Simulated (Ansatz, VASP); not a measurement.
# TaN: VASP beside Ansatz

File INCAR:

```
SYSTEM = TaN
PREC = Accurate
ENCUT = 520
EDIFF = 1E-6
ISMEAR = 0
SIGMA = 0.15
LREAL = .FALSE.
LASPH = .TRUE.
NELM = 60
ALGO = Normal
ISIF = 2
LWAVE = .FALSE.
LCHARG = .TRUE.
LELF = .TRUE.
LVHAR = .TRUE.
NBANDS = 15
```

Contents of KPOINTS:

```
Automatic mesh
0
G
  18 18 18
  0 0 0
```

POSCAR

```
TaN
1.0
    0.0000000000      2.0872985990      2.1742693740
    2.0872985990      0.0000000000      2.1742693740
    2.0872985990      2.0872985990      0.0000000000
Ta N
1 1
Direct
    0.4989105691      0.5010894309      0.5010894309
    0.0140736932     -0.0140736932     -0.0140736932
```

Input for Ansatz:

```yaml
crystal:
  lattice:
    - [0.0, 2.087298599, 2.174269374]
    - [2.087298599, 0.0, 2.174269374]
    - [2.087298599, 2.087298599, 0.0]
  atoms:
    - { symbol: Ta, position: [0.4989105691, 0.5010894309, 0.5010894309] }
    - { symbol: "N", position: [0.0140736932, -0.0140736932, -0.0140736932] }
basis:
  ecutwfc: 520.0
kpoints:
  mp_grid: { grid: [18, 18, 18] }
hamiltonian:
  xc: lda
scf:
  occupations: { method: gaussian, width: 0.15 }
output:
  forces: true
  stress: true
  eigenvalues: true
  write_density: true
  write_potential: true
  elf: true
  volumetric_format: npy
```

Change from the starting cell: mode 4 frozen in at -0.061 Å, equal normal strain along x and y -0.0400.

Alike in both runs: task single point; functional LDA; k mesh 18 × 18 × 18; occupations gaussian, width 0.15 eV; no spin polarisation.

```csv
,VASP,Ansatz
version,VASP 6.6.1,Ansatz 0.2.0
potentials or method,"VASP PAW LDA potentials, release 64 (Ta_pv, N), cutoff 520 eV","scalar-relativistic, plane waves, PAW"
valence electrons in the cell,16,18
```

```tsv
	VASP	Ansatz	Ansatz less VASP
gap on the k mesh at the Fermi level (eV)	none	none	-
pressure (GPa)	42.5	39.6	-2.91
traceless stress, the component that is largest in VASP (GPa)	-26.46	-26.03	+0.431
rms of the force components (eV/Å)	0.628	0.615	-0.0126
```

LDA's correlation is that of Perdew and Zunger in VASP and of Perdew and Wang (1992) in Ansatz. Atom by atom the forces differ by 0.013 eV/Å (rms over components). A gap of «none» marks a metal or a gap that the smearing closes. Both programs put the cell under a high pressure, so it lies far from rest at this level. VASP's potentials hold 16 valence electrons a cell and Ansatz's 18, so a difference there can come from the potentials and not from the codes.

Neither program's run includes spin-orbit coupling.
